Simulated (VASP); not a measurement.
Here is a VASP 6.6.1 calculation.

POSCAR

```
ZnS
1.0
    0.0000000000      2.7046500000      2.7046500000
    2.7046500000      0.0000000000      2.7046500000
    2.7046500000      2.7046500000      0.0000000000
Zn S
1 1
Direct
   -0.0415950308     -0.0415950308      0.0415950308
    0.7500000000      0.7500000000      0.7500000000
```

File INCAR.step1:

```
  PREC = Accurate
  ENCUT = 520
  ISMEAR = 0
  SIGMA = 0.05
  LREAL = False
  LASPH = True
  NELM = 100
  NBANDS = 16
  GGA = PE
  ALGO = Normal
  EDIFF = 1E-4
  LWAVE = True
  LCHARG = False
```

INCAR.step2

```
  PREC = Accurate
  ENCUT = 520
  EDIFF = 1E-6
  ISMEAR = 0
  SIGMA = 0.05
  LREAL = False
  LASPH = True
  NELM = 100
  ALGO = Normal
  ISIF = 2
  LWAVE = False
  LCHARG = True
  METAGGA = R2SCAN
  LMIXTAU = True
  LELF = True
  LVHAR = True
  NBANDS = 16
  ISTART = 1
```

File KPOINTS:

```
regular mesh
0
Gamma
  8 8 8
```

Potentials or basis: VASP PAW PBE potentials, release 64 (Zn, S).

The run is started by

```sh
$ cat potpaw_PBE.64/Zn/POTCAR potpaw_PBE.64/S/POTCAR > POTCAR
$ cp INCAR.step1 INCAR
$ mpirun -np 1 vasp_std > vasp.out
$ cp INCAR.step2 INCAR
$ mpirun -np 1 vasp_std > vasp.out
```

(1) Estimate the pressure.

(2) What does it give for the band gap on the k mesh?

## Answers

(1) 0.8 GPa.

(2) 2.59 eV.

Caveat: the cell differs from its parent crystal (atom 1 (Zn) moved by (+0.000, -0.225) A along [1 1 0] and z); the PAW data sets were made with another functional, which shifts forces and pressure a little.
